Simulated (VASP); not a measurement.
Write the native input for VASP 6.6.1 that does the following.

```
Task                   : single point
Functional             : PBE
Potentials or basis    : VASP PAW PBE potentials, release 64 (B, N)
Cutoff                 : 520 eV
k mesh                 : 11 × 11 × 4
Occupations            : fermi-dirac, width 0.02 eV
Spin                   : no spin polarisation
Dipole correction      : no
Further INCAR settings : ALGO = Normal; EDIFF = 1e-06; NBANDS = 16
```

The structure of BN lies in POSCAR:

```
BN
1.0
    2.5290316213      0.0000000000      0.0000000000
   -1.2645158107      2.1902056311      0.0000000000
    0.0000000000      0.0000000000      6.6612000000
B N
2 2
Direct
    0.3333333333      0.6666666667      0.2500000000
    0.6666666667      0.3333333333      0.7500000000
    0.3333333333      0.6666666667      0.7500000000
    0.6666666667      0.3333333333      0.2500000000
```

This cell differs from its parent crystal: equal xx and yy strain of +1 %.

These files were run (other wordings do the same):

INCAR

```
  PREC = Accurate
  ENCUT = 520
  EDIFF = 1E-6
  ISMEAR = -1
  SIGMA = 0.02
  LREAL = False
  LASPH = True
  NELM = 100
  ALGO = Normal
  ISIF = 2
  LWAVE = False
  LCHARG = False
  GGA = PE
  NBANDS = 16
```

KPOINTS

```
Automatic mesh
0
Gamma
  11 11 4
```

Potentials or basis: VASP PAW PBE potentials, release 64 (B, N).

The run is started by

```bash
$ cat potpaw_PBE.64/B/POTCAR potpaw_PBE.64/N/POTCAR > POTCAR
$ mpirun -np 1 vasp_std > vasp.out
```

Results of the run:

```json
{"Pressure": "-3.6 GPa", "Band gap on the k mesh": "4.28 eV, indirect (least direct gap 4.59 eV)"}
```

Caveat: the cell differs from its parent crystal (equal xx and yy strain of +1 %); this functional lacks dispersion, which binds the layers, so the pressure and a relaxed spacing across them are unreliable.

Wall time 41 s on 1 thread of Intel Xeon 8259CL, on a shared host, peak memory 0.16 GiB.
